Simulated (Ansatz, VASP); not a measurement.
MoS2 in VASP and in Ansatz

```
Mo S
1.0
     1.57153    0.90733    6.28506
    -1.57153    0.90733    6.28506
     0.00000   -1.81465    6.28506
Mo S
1 2
Direct
  0.99977 0.99977 0.99977
  0.41575 0.41575 0.41575
  0.25048 0.25048 0.25048
```

Alike in both runs: functional PBEsol; k mesh 12 × 12 × 12; occupations gaussian, width 0.02 eV; no spin polarisation.

Ansatz relaxed the structure, and its values are those at the end. VASP's run is a single point on that final structure, the one shown.

|  | VASP | Ansatz |
| --- | --- | --- |
| version | VASP 6.6.1 | Ansatz 0.2.0 |
| potentials or method | VASP PAW PBE potentials, release 64 (Mo_sv, S), cutoff 520 eV | scalar-relativistic, plane waves, PAW |
| valence electrons in the cell | 26 | 26 |

Ansatz gave:

| Property | Result |
| --- | --- |
| gap on the k mesh at the Fermi level (eV) | 1.01 |
| least direct gap on the mesh (eV) | 1.80 |
| pressure (GPa) | 0.0 |

Which values does VASP return?

gap on the k mesh at the Fermi level (eV): 1.02; least direct gap on the mesh (eV): 1.80; pressure (GPa): 0.0.

VASP's potentials were made for PBE, not for PBEsol.
